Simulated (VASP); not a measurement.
# Al5P2 (P-4m2) in VASP: further runs

Runs on Al5P2. Level: PBE. Tasks: single point.

Everything below comes from runs of VASP 6.6.1. Logs are shortened: lines on timing, memory, paths and dates and some standing lists are left out, and cuts for length are marked.

### 1 The cell of the first run

The structure is tetragonal, space group P-4m2 (No. 115). Conventional cell: a = 3.803 Å, b = 3.803 Å, c = 10.041 Å, α = 90.00°, β = 90.00°, γ = 90.00°. Al (site symmetry -4m2) has 4 P at 2.37 Å within 3.1 Å. Al (site symmetry 2mm) has 2 P at 2.37 Å and 4 Al at 2.72 to 3.10 Å within 3.1 Å. Al (site symmetry 2mm) has 8 Al at 2.72 to 3.10 Å within 3.6 Å. Within 3.1 Å of P (site symmetry 2mm) lie 4 Al at 2.37 Å.

### 2 Single point, PBE

The input, INCAR:

```
SYSTEM = Al5P2
  ALGO = Normal
  EDIFF = 1E-6
  ENCUT = 520
  GGA = PE
  ISIF = 2
  ISMEAR = 0
  LASPH = .TRUE.
  LCHARG = .FALSE.
  LREAL = .FALSE.
  LWAVE = .FALSE.
  NBANDS = 22
  NELM = 100
  PREC = Accurate
  SIGMA = 0.2
```

The input, KPOINTS:

```
k-points
0
G
  4 4 2
  0 0 0
```

The input, POSCAR:

```
Al5P2
1.0
    3.8028806699      0.0000000000      0.0000000000
    0.0000000000      3.8028806699      0.0000000000
    0.0000000000      0.0000000000     10.0414649939
Al P
5 2
Direct
    0.0000000000      0.0000000000      0.0000000000
    0.5000000000      0.5000000000      0.7185824391
    0.5000000000      0.5000000000      0.2814175609
    0.5000000000      0.0000000000      0.5252244634
    0.0000000000      0.5000000000      0.4747755366
    0.5000000000      0.0000000000      0.1402055703
    0.0000000000      0.5000000000      0.8597944297
```

Potentials or basis: VASP PAW PBE potentials, release 64 (Al, P).

Command:

```console
> cat potpaw_PBE.64/Al/POTCAR potpaw_PBE.64/P/POTCAR > POTCAR
> mpirun -np 1 vasp_std > vasp.out
```

OUTCAR:

```text
SYSTEM = Al5P2
   EDIFF = 1E-6
   ENCUT = 520
   GGA = PE
   ISIF = 2
   ISMEAR = 0
   LASPH = .TRUE.
   LREAL = .FALSE.
   NELM = 100
   PREC = Accurate

 ion  position               nearest neighbor table
   1  0.000  0.000  0.000-   6 2.37   7 2.37   7 2.37   6 2.37
   2  0.500  0.500  0.719-   7 2.37   7 2.37   4 2.72   4 2.72   5 3.10   5 3.10
   3  0.500  0.500  0.281-   6 2.37   6 2.37   5 2.72   5 2.72   4 3.10   4 3.10
   4  0.500  0.000  0.525-   2 2.72   2 2.72   5 2.74   5 2.74   5 2.74   5 2.74   3 3.10   3 3.10

   5  0.000  0.500  0.475-   3 2.72   3 2.72   4 2.74   4 2.74   4 2.74   4 2.74   2 3.10   2 3.10

   6  0.500  0.000  0.140-   1 2.37   1 2.37   3 2.37   3 2.37
   7  0.000  0.500  0.860-   1 2.37   1 2.37   2 2.37   2 2.37

  LATTYP: Found a simple tetragonal cell.
 ALAT       =     3.8028806699
 C/A-ratio  =     2.6404891096

  Lattice vectors:

 A1 = (   3.8028806699,   0.0000000000,   0.0000000000)
 A2 = (   0.0000000000,   3.8028806699,   0.0000000000)
 A3 = (   0.0000000000,   0.0000000000,  10.0414649939)

Analysis of symmetry for initial positions (statically):
=====================================================================
 Subroutine PRICEL returns:
 Original cell was already a primitive cell.

 Routine SETGRP: Setting up the symmetry group for a
 simple tetragonal supercell.

 Subroutine GETGRP returns: Found  8 space group operations
 (whereof  8 operations were pure point group operations)
 out of a pool of 16 trial point group operations.

The static configuration has the point symmetry D_2d.

Analysis of symmetry for dynamics (positions and initial velocities):
=====================================================================
 Subroutine PRICEL returns:
 Original cell was already a primitive cell.

 Routine SETGRP: Setting up the symmetry group for a
 simple tetragonal supercell.

 Subroutine GETGRP returns: Found  8 space group operations
 (whereof  8 operations were pure point group operations)
 out of a pool of 16 trial point group operations.

The dynamic configuration has the point symmetry D_2d.

 Subroutine INISYM returns: Found  8 space group operations
 (whereof  8 operations are pure point group operations),
 and found     1 'primitive' translations

----------------------------------------------------------------------------------------

                                     Primitive cell

  volume of cell :     145.2187

  direct lattice vectors                    reciprocal lattice vectors
     3.802880670  0.000000000  0.000000000     0.262958553  0.000000000  0.000000000
     0.000000000  3.802880670  0.000000000     0.000000000  0.262958553  0.000000000
     0.000000000  0.000000000 10.041464994     0.000000000  0.000000000  0.099587062

  length of vectors
     3.802880670  3.802880670 10.041464994     0.262958553  0.262958553  0.099587062

  position of ions in fractional coordinates (direct lattice)
     0.000000000  0.000000000  0.000000000
     0.500000000  0.500000000  0.718582439
     0.500000000  0.500000000  0.281417561
     0.500000000  0.000000000  0.525224463
     0.000000000  0.500000000  0.474775537
     0.500000000  0.000000000  0.140205570
     0.000000000  0.500000000  0.859794430

  ion indices of the primitive-cell ions
   primitive index   ion index
                 1           1
                 2           2
                 3           3
                 4           4
                 5           5
                 6           6
                 7           7

----------------------------------------------------------------------------------------

 KPOINTS: k-points

Automatic generation of k-mesh.
 Grid dimensions read from file:
 generate k-points for:    4    4    2

 Generating k-lattice:

  Cartesian coordinates                     Fractional coordinates (reciprocal lattice)
     0.065739638  0.000000000  0.000000000     0.250000000  0.000000000  0.000000000
     0.000000000  0.065739638  0.000000000     0.000000000  0.250000000  0.000000000
     0.000000000  0.000000000  0.049793531     0.000000000  0.000000000  0.500000000

  Length of vectors
     0.065739638  0.065739638  0.049793531

  Shift w.r.t. Gamma in fractional coordinates (k-lattice)
     0.000000000  0.000000000  0.000000000

 Subroutine IBZKPT returns following result:
 ===========================================

 Found     12 irreducible k-points:

 Following reciprocal coordinates:
            Coordinates               Weight
  0.000000  0.000000  0.000000      1.000000
  0.250000  0.000000  0.000000      4.000000
  0.500000  0.000000  0.000000      2.000000
  0.250000  0.250000  0.000000      4.000000
  0.500000  0.250000  0.000000      4.000000
  0.500000  0.500000  0.000000      1.000000
  0.000000  0.000000  0.500000      1.000000
  0.250000  0.000000  0.500000      4.000000
  0.500000  0.000000  0.500000      2.000000
  0.250000  0.250000  0.500000      4.000000
  0.500000  0.250000  0.500000      4.000000
  0.500000  0.500000  0.500000      1.000000
   k-points           NKPTS =     12   k-points in BZ     NKDIM =     12   number of bands    NBANDS=     22
   number of dos      NEDOS =    301   number of ions     NIONS =      7
   total plane-waves  NPLWV =  62720
   dimension x,y,z NGX =    28 NGY =   28 NGZ =   80
   dimension x,y,z NGXF=    56 NGYF=   56 NGZF=  160
   ions per type =               5   2
   NGX,Y,Z   is equivalent  to a cutoff of  12.24, 12.24, 13.24 a.u.
   NGXF,Y,Z  is equivalent  to a cutoff of  24.48, 24.48, 26.49 a.u.
 SYSTEM =  Al5P2
   PREC   = accura    normal or accurate (medium, high low for compatibility)
   ISTART =      0    job   : 0-new  1-cont  2-samecut
   ICHARG =      2    charge: 1-file 2-atom 10-const
   ISPIN  =      1    spin polarized calculation?
   LNONCOLLINEAR =      F non collinear calculations
   LSORBIT =      F    spin-orbit coupling
   LASPH  =      T    aspherical Exc in radial PAW
   ENCUT  =  520.0 eV  38.22 Ry    6.18 a.u.   7.07  7.07 18.67*2*pi/ulx,y,z
   NELM   =    100;   NELMIN=  2; NELMDL= -5     # of ELM steps
   EDIFF  = 0.1E-05   stopping-criterion for ELM
   LREAL  =      F    real-space projection
   EDIFFG = 0.1E-04   stopping-criterion for IOM
   NSW    =      0    number of steps for IOM
   IBRION =     -1    ionic relax: 0-MD 1-quasi-New 2-CG
   NFREE  =      0    steps in history (QN), initial steepest desc. (CG)
   ISIF   =      2    stress and relaxation
   ISYM   =      2    0-nonsym 1-usesym 2-fastsym
   POTIM  = 0.5000    time-step for ionic-motion
   TEBEG  =    0.0;   TEEND  =   0.0 temperature during run
   PSTRESS=    0.0 pullay stress
   NELECT =      25.0000    total number of electrons
   NUPDOWN=      -1.0000    fix difference up-down
   EMIN   =  10.00;   EMAX   =-10.00  energy-range for DOS
   EFERMI =   0.00;   METHOD = LEGACY
   ISMEAR =     0;   SIGMA  =   0.20  broadening in eV -4-tet -1-fermi 0-gaus
   EFERMI_NEDOS =   21; number of points for ismear=-14 and -15
   IALGO  =     38    algorithm
   IMIX   =      4    mixing-type and parameters
     AMIX     =   0.40;   BMIX     =  1.00
     AMIX_MAG =   1.60;   BMIX_MAG =  1.00
  volume/ion in A,a.u.               =      20.75       140.00
  Fermi-wavevector in a.u.,A,eV,Ry     =   0.910711  1.720995 11.284602  0.829395
  Thomas-Fermi vector in A             =   2.034905
   LORBIT       =      0    0 simple, 1 ext, 2 COOP (PROOUT), +10 PAW based schemes
   GGA     = PE    functional components
   LHFCALC =     F    Hartree Fock is set to
   AEXX    =    0.0000 exact exchange contribution
   IVDW    =     0    specifies the selected vdW correction
   LEPSILON=     F    determine dielectric tensor
   LRPA    =     F    only Hartree local field effects (RPA)
 non-spin polarized calculation
 Gauss-broadening in eV      SIGMA  =   0.20
  energy-cutoff  :      520.00
  volume of cell :      145.22
 maximum number of plane-waves:      3948
   NGX = 15   NGY = 15   NGZ = 37

 number of electron      24.9999998 magnetization

 Free energy of the ion-electron system (eV)
  ---------------------------------------------------
  ext. energy  EPLUGINS =         0.00000000
  ---------------------------------------------------
  free energy    TOTEN  =       -30.48650365 eV

  energy without entropy =      -30.42698219  energy(sigma->0) =      -30.45674292

 E-fermi :   5.3845     XC(G=0):  -9.1909

 val. band max:        5.3725655676   @ k =   0.0000   0.0000   0.0000
 cond. band min:       5.4120192154   @ k =   0.0000   0.0000   0.0000
 fundamental gap:      0.0394536478
 Fermi energy:         5.3844575972

 k-point     1 :       0.0000    0.0000    0.0000
  band No.  band energies     occupation
      1      -6.6285      2.00000
      2      -5.5859      2.00000
      3      -3.6971      2.00000
      4      -0.1748      2.00000
      5       0.0826      2.00000
      6       2.9627      2.00000
[... 14 lines left out ...]
     21       9.6937      0.00000
     22       9.9658      0.00000

 k-point     2 :       0.2500    0.0000    0.0000
  band No.  band energies     occupation
      1      -6.2063      2.00000
      2      -5.3350      2.00000
      3      -3.1084      2.00000
      4      -0.3257      2.00000
      5       0.2435      2.00000
      6       1.5342      2.00000
[... 14 lines left out ...]
     21      10.2254      0.00000
     22      10.7888      0.00000

 k-point     3 :       0.5000    0.0000    0.0000
  band No.  band energies     occupation
      1      -5.3598      2.00000
      2      -5.3546      2.00000
      3      -1.8897      2.00000
      4      -0.7023      2.00000
      5      -0.6683      2.00000
      6      -0.5976      2.00000
[... 14 lines left out ...]
     21       9.6706      0.00000
     22      10.0091      0.00000

 k-point     4 :       0.2500    0.2500    0.0000
  band No.  band energies     occupation
      1      -5.7993      2.00000
      2      -5.0734      2.00000
      3      -2.5253      2.00000
      4      -0.0385      2.00000
      5       0.2220      2.00000
      6       1.2999      2.00000
[... 14 lines left out ...]
     21      10.7698      0.00000
     22      10.8412      0.00000

 k-point     5 :       0.5000    0.2500    0.0000
  band No.  band energies     occupation
      1      -5.0215      2.00000
      2      -5.0175      2.00000
      3      -1.3471      2.00000
      4      -0.3778      2.00000
      5      -0.2454      2.00000
      6      -0.0854      2.00000
[... 14 lines left out ...]
     21      10.7013      0.00000
     22      10.9439      0.00000

 k-point     6 :       0.5000    0.5000    0.0000
  band No.  band energies     occupation
      1      -4.5811      2.00000
      2      -4.5811      2.00000
      3      -0.5156      2.00000
      4      -0.5088      2.00000
      5       0.3374      2.00000
      6       1.1026      2.00000
[... 14 lines left out ...]
     21      12.1640      0.00000
     22      12.1814      0.00000

 k-point     7 :       0.0000    0.0000    0.5000
  band No.  band energies     occupation
      1      -6.6020      2.00000
      2      -5.6774      2.00000
      3      -3.4506      2.00000
      4      -1.2544      2.00000
      5       2.1311      2.00000
      6       2.2400      2.00000
[... 14 lines left out ...]
     21       8.7163      0.00000
     22      11.6306      0.00000

 k-point     8 :       0.2500    0.0000    0.5000
  band No.  band energies     occupation
      1      -6.1847      2.00000
      2      -5.3934      2.00000
      3      -2.9481      2.00000
      4      -0.8242      2.00000
      5       0.7339      2.00000
      6       0.9132      2.00000
[... 14 lines left out ...]
     21      10.2701      0.00000
     22      10.6248      0.00000

 k-point     9 :       0.5000    0.0000    0.5000
  band No.  band energies     occupation
      1      -5.3590      2.00000
      2      -5.3526      2.00000
      3      -2.0169      2.00000
      4      -1.0346      2.00000
      5      -0.1172      2.00000
      6       0.0304      2.00000
[... 14 lines left out ...]
     21      10.2500      0.00000
     22      10.4339      0.00000

 k-point    10 :       0.2500    0.2500    0.5000
  band No.  band energies     occupation
      1      -5.7819      2.00000
      2      -5.1119      2.00000
      3      -2.4193      2.00000
      4      -0.4479      2.00000
      5       0.8790      2.00000
      6       0.9852      2.00000
[... 14 lines left out ...]
     21      10.4678      0.00000
     22      11.0211      0.00000

 k-point    11 :       0.5000    0.2500    0.5000
  band No.  band energies     occupation
      1      -5.0210      2.00000
      2      -5.0162      2.00000
      3      -1.4530      2.00000
      4      -0.5999      2.00000
      5       0.1590      2.00000
      6       0.2994      2.00000
[... 14 lines left out ...]
     21      10.8352      0.00000
     22      11.5611      0.00000

 k-point    12 :       0.5000    0.5000    0.5000
  band No.  band energies     occupation
      1      -4.5809      2.00000
      2      -4.5809      2.00000
      3      -0.5037      2.00000
      4      -0.3582      2.00000
      5      -0.0468      2.00000
      6       1.0060      2.00000
[... 14 lines left out ...]
     21       9.8465      0.00000
     22       9.8465      0.00000

------------------------ aborting loop because EDIFF is reached ----------------------------------------

  FORCE on cell =-STRESS in cart. coord.  units (eV):
  Direction    XX          YY          ZZ          XY          YZ          ZX
  --------------------------------------------------------------------------------------
  -------------------------------------------------------------------------------------
  Total        0.0315498      0.0315498      0.6317958      0.0000000      0.0000000      0.0000000
  in kB        0.3480843      0.3480843      6.9705142      0.0000000      0.0000000      0.0000000
  external PRESSURE =       2.5555609 kB  Pullay stress =       0.0000000 kB

 VOLUME and BASIS-vectors are now :
 -----------------------------------------------------------------------------
  energy-cutoff  :      520.00
  volume of cell :      145.22
      direct lattice vectors                 reciprocal lattice vectors
     3.802880670  0.000000000  0.000000000     0.262958553  0.000000000  0.000000000
     0.000000000  3.802880670  0.000000000     0.000000000  0.262958553  0.000000000
     0.000000000  0.000000000 10.041464994     0.000000000  0.000000000  0.099587062

 POSITION                                       TOTAL-FORCE (eV/Angst)
 -----------------------------------------------------------------------------------
      0.00000      0.00000      0.00000        -0.000000      0.000000      0.000000
      1.90144      1.90144      7.21562        -0.000000     -0.000000      0.032420
      1.90144      1.90144      2.82584        -0.000000      0.000000     -0.032420
      1.90144      0.00000      5.27402         0.000000     -0.000000     -0.001321
      0.00000      1.90144      4.76744        -0.000000      0.000000      0.001321
      1.90144      0.00000      1.40787         0.000000      0.000000     -0.002829
      0.00000      1.90144      8.63360        -0.000000     -0.000000      0.002829
 -----------------------------------------------------------------------------------
    total drift:                               -0.000000     -0.000000      0.000000

  FREE ENERGIE OF THE ION-ELECTRON SYSTEM (eV)
  ---------------------------------------------------
  free  energy   TOTEN  =       -30.4865036509 eV

  energy  without entropy=      -30.4269821925  energy(sigma->0) =      -30.45674292
```

Run time: 18 s. Hardware: 1 thread of Intel Xeon Platinum 8559C (Emerald Rapids), shared host; peak memory 0.24 GiB.

Results:

```
Free energy   : -30.4865 eV
Pressure      : 0.3 GPa
Largest force : 0.032 eV/Å
```

Forces in eV/Å, atoms in the order of the input:
```
Al   0.000  0.000  0.000
Al   0.000  0.000  0.032
Al   0.000  0.000 -0.032
Al   0.000  0.000 -0.001
Al   0.000  0.000  0.001
P    0.000  0.000 -0.003
P    0.000  0.000  0.003
```

Caveat: the k points lie up to 0.41 Å⁻¹ apart.

### 3 Single point, PBE

This run uses another cell than the first one, of 20.67 Å³/atom, 0.996 times its volume.

The input, INCAR:

```
SYSTEM = Al5P2
ALGO     = Normal         ! electronic algorithm
EDIFF    = 1E-7           ! SCF threshold, eV
ENCUT    = 520            ! plane-wave cutoff, eV
GGA      = PE             ! functional
ISIF     = 2              ! what is computed and relaxed
ISMEAR   = 0              ! smearing method
LASPH    = .True.         ! aspherical terms in the spheres
LCHARG   = .False.        ! write CHGCAR
LREAL    = .False.        ! projectors in reciprocal space
LWAVE    = .False.        ! write WAVECAR
NBANDS   = 22             ! bands
NELM     = 100            ! most SCF steps
PREC     = Accurate       ! precision mode
SIGMA    = 0.2            ! smearing width, eV
```

The input, KPOINTS:

```
k-points
0
Gamma
  6 6 2
  0 0 0
```

The input, POSCAR:

```
Al5P2
1.0
    3.8096228092      0.0000000000      0.0000000000
    0.0000000000      3.8096228092      0.0000000000
    0.0000000000      0.0000000000      9.9679676556
Al P
5 2
Direct
    0.0000000000      0.0000000000      0.0000000000
    0.5000000000      0.5000000000      0.7138473326
    0.5000000000      0.5000000000      0.2861526674
    0.5000000000      0.0000000000      0.5165067347
    0.0000000000      0.5000000000      0.4834932653
    0.5000000000      0.0000000000      0.1420949422
    0.0000000000      0.5000000000      0.8579050578
```

Potentials or basis: VASP PAW PBE potentials, release 64 (Al, P).

Command:

```console
> cat potpaw_PBE.64/Al/POTCAR potpaw_PBE.64/P/POTCAR > POTCAR
> mpirun -np 1 vasp_std > vasp.out
```

Wall time 26 s (1 thread of Intel Xeon Platinum 8559C (Emerald Rapids), shared host); peak memory 0.25 GiB.

It converged, with:

| Property | Result |
| --- | --- |
| Free energy | -30.6031 eV |
| Pressure | -0.1 GPa |
| Largest force | 0.120 eV/Å |

Forces in eV/Å, atoms in the order of the input:
```
Al   0.000  0.000  0.000
Al   0.000  0.000  0.026
Al   0.000  0.000 -0.026
Al   0.000  0.000  0.120
Al   0.000  0.000 -0.120
P    0.000  0.000 -0.014
P    0.000  0.000  0.014
```

Stress tensor (GPa, compression positive):
```
-0.24  0.00  0.00
 0.00 -0.24  0.00
 0.00  0.00  0.31
```

Levels at points of the mesh, in eV from the Fermi level:
```
           k point  band 9  band 10  band 11  band 12  band 13  band 14  band 15  band 16
(0.00, 0.00, 0.00)   -1.27    -1.11     0.10     0.10     0.38     1.06     2.04     2.58
(0.50, 0.00, 0.00)   -2.19    -1.36    -1.25    -1.24     1.70     2.92     3.00     3.16
(0.50, 0.50, 0.00)   -3.36    -3.10    -3.10    -2.72    -0.58    -0.02    -0.02     1.67
(0.00, 0.00, 0.50)   -1.38    -1.38     0.29     0.29     1.20     1.40     1.69     2.60
(0.50, 0.00, 0.50)   -1.25    -1.24    -1.06    -0.33     1.66     1.67     2.10     2.96
(0.50, 0.50, 0.50)   -3.50    -2.82    -2.82    -2.52    -1.15    -0.71    -0.71     1.66
```
